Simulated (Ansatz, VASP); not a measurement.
**Two plane-wave programs on V**

```xyz
2
Lattice="0.0000 2.8052 2.8052 2.8052 0.0000 2.8052 2.8052 2.8052 0.0000" Properties=species:S:1:pos:R:3 pbc="T T T"
V     0.7013    0.7013    0.7013
V     4.9091    4.9091    4.9091
```

Alike in both runs: task single point; functional PBE; k mesh 16 × 16 × 16; occupations fermi-dirac, width 0.05 eV; collinear spin.

```csv
,VASP,Ansatz
version,VASP 6.6.1,Ansatz 0.2.0
potentials or method,"VASP PAW PBE potentials, release 64 (V_sv), cutoff 520 eV","plane waves (420 eV) with PAW, scalar-relativistic"
valence electrons in the cell,26,26
```

```tsv
	VASP	Ansatz	Ansatz less VASP
pressure (GPa)	-3.9	-4.1	-0.17
net moment per atom (μB)	1.94	1.94	-0.003
size of the moment on the site where the two differ most (μB)	1.73	1.51	-0.218
```

Site moments also hang on the region over which each program counts them. The functional is the same, so the differences come from potentials, cutoffs and numerics.
